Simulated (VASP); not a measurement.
A run of VASP 6.6.1 is set up as follows.

File INCAR:

```
SYSTEM = Ti
ALGO     = Normal         ! electronic algorithm
EDIFF    = 1E-6           ! SCF threshold, eV
ENCUT    = 500            ! plane-wave cutoff, eV
GGA      = PE             ! functional
GGA_COMPAT= .False.      
ISIF     = 2              ! what is computed and relaxed
ISMEAR   = 0              ! smearing method
LASPH    = .True.         ! aspherical terms in the spheres
LCHARG   = .False.        ! write CHGCAR
LREAL    = .False.        ! projectors in reciprocal space
LWAVE    = .False.        ! write WAVECAR
NBANDS   = 12             ! bands
NELM     = 120            ! most SCF steps
PREC     = Accurate       ! precision mode
SIGMA    = 0.15           ! smearing width, eV
```

The input KPOINTS:

```
k-points
0
Gamma
  14 14 14
  0 0 0
```

Contents of POSCAR:

```
Ti
1.0
   -1.7066400000      1.7066400000      1.7066400000
    1.7066400000     -1.7066400000      1.7066400000
    1.7066400000      1.7066400000     -1.7066400000
Ti
1
Direct
    0.0000000000      0.0000000000      0.0000000000
```

Potentials or basis: VASP PAW PBE potentials, release 64 (Ti_sv).

The run is started by

```console
$ cat potpaw_PBE.64/Ti_sv/POTCAR > POTCAR
$ mpirun -np 1 vasp_std > vasp.out
```

Problem. Predict the pressure.

Solution. -11.8 GPa.

Problem. Estimate the band gap on the k mesh.

Solution. Zero (bands 6 and 7 overlap by 1.44 eV).

Caveat: the cell differs from its parent crystal (strain +0.040 along x and y, +0.040 along z); the cell stands under tension.
